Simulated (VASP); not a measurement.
Here is a VASP 6.6.1 calculation.

INCAR

```
SYSTEM = Pd12CO
  ALGO = Normal
  EDIFF = 1E-6
  ENCUT = 520
  GGA = CA
  ISIF = 2
  ISMEAR = -1
  LASPH = .TRUE.
  LCHARG = .FALSE.
  LREAL = .FALSE.
  LWAVE = .FALSE.
  NBANDS = 78
  NELM = 100
  PREC = Accurate
  SIGMA = 0.1
```

The input KPOINTS:

```
k-points
0
G
  2 2 1
  0 0 0
```

Contents of POSCAR:

```
Pd12CO
1.0
    5.5012910000      0.0000000000      0.0000000000
    2.7506450000      4.7642580000      0.0000000000
    0.0000000000      0.0000000000     17.4917850000
Pd C O
12 1 1
Direct
    0.1666670592      0.1666576411      0.0571696942
    0.6666769660      0.1666576411      0.0571696942
    0.1666555179      0.6666725438      0.0571696942
    0.6666654247      0.6666725438      0.0571696942
   -0.1373497726      0.2765173507      0.1838634536
    0.3291931489      0.3068053829      0.1844808863
   -0.1729397207      0.8144605099      0.1872364656
    0.3841190529      0.7709280228      0.1783237102
   -0.0447171665     -0.0065067845      0.3125410014
    0.4917219525     -0.0027286516      0.3188754035
   -0.0416710585      0.5190944739      0.3168515963
    0.4779616834      0.5091873698      0.3194928362
    0.9583079519      0.2551289204      0.3909320861
    0.9675565990      0.2330688220      0.4570316866
```

Potentials or basis: VASP PAW LDA potentials, release 64 (Pd, C, O).

Launch:

```console
$ cat potpaw_LDA.64/Pd/POTCAR potpaw_LDA.64/C/POTCAR potpaw_LDA.64/O/POTCAR > POTCAR
$ mpirun -np 1 vasp_std > vasp.out
```

Question: Estimate the band gap on the k mesh.

Answer: Zero (bands 65 and 66 overlap by 0.34 eV).

Question: What does it give for the largest force?

Answer: 2.110 eV/Å.

Forces on the atoms (eV/Å):
```
Pd   0.029 -0.092 -0.240
Pd  -0.096 -0.106 -0.067
Pd  -0.260 -0.054  0.041
Pd   0.432 -0.220 -0.859
Pd  -0.086  0.615  0.160
Pd   0.483  0.069  0.541
Pd   0.528 -0.421 -0.367
Pd  -1.268  0.767  1.502
Pd   1.783  0.448  0.184
Pd  -1.415  0.613 -0.539
Pd   0.516 -1.327 -0.412
Pd  -0.524 -0.157 -0.632
C   -0.148 -0.131 -0.563
O    0.025 -0.003  1.250
```

Caveat: the k points lie up to 0.66 Å⁻¹ apart; the atoms stand as in a frame of molecular dynamics; there is no dipole correction, which matters where the two faces differ.
